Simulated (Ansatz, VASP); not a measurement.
## RbP3 in VASP and in Ansatz

```
Rb P
1.0
     3.90289    2.25333    3.66558
    -3.90289    2.25333    3.66558
     0.00000   -4.50667    3.66558
Rb P
2 6
Direct
  0.26900 0.26900 0.26900
  0.73100 0.73100 0.73100
  0.79700 0.25200 0.79700
  0.79700 0.79700 0.25200
  0.25200 0.79700 0.79700
  0.20300 0.74800 0.20300
  0.74800 0.20300 0.20300
  0.20300 0.20300 0.74800
```

Alike in both runs: task relaxation of cell and atoms; functional PBE; k mesh 3 × 3 × 3; occupations gaussian, width 0.1 eV; no spin polarisation.

|  | VASP | Ansatz |
| --- | --- | --- |
| version | VASP 6.6.1 | Ansatz 0.2.0 |
| potentials or method | VASP PAW PBE potentials, release 64 (Rb_sv, P), cutoff 600 eV | scalar-relativistic, plane waves, PAW |
| valence electrons in the cell | 48 | 48 |

Ansatz gave:

| Property | Result |
| --- | --- |
| gap on the k mesh at the Fermi level, each at its own relaxed structure (eV) | 1.06 |
| relaxed volume (Å³/atom) | 38.97 |
| relaxed cell length with the largest relative difference (Å) | 6.951 |

Problem. Estimate VASP's values.

Solution. gap on the k mesh at the Fermi level, each at its own relaxed structure (eV): 1.06; relaxed volume (Å³/atom): 38.00; relaxed cell length with the largest relative difference (Å): 6.958.

Noted on VASP's run: the volume moved by over 15 % at a fixed basis, so the end points are rough.
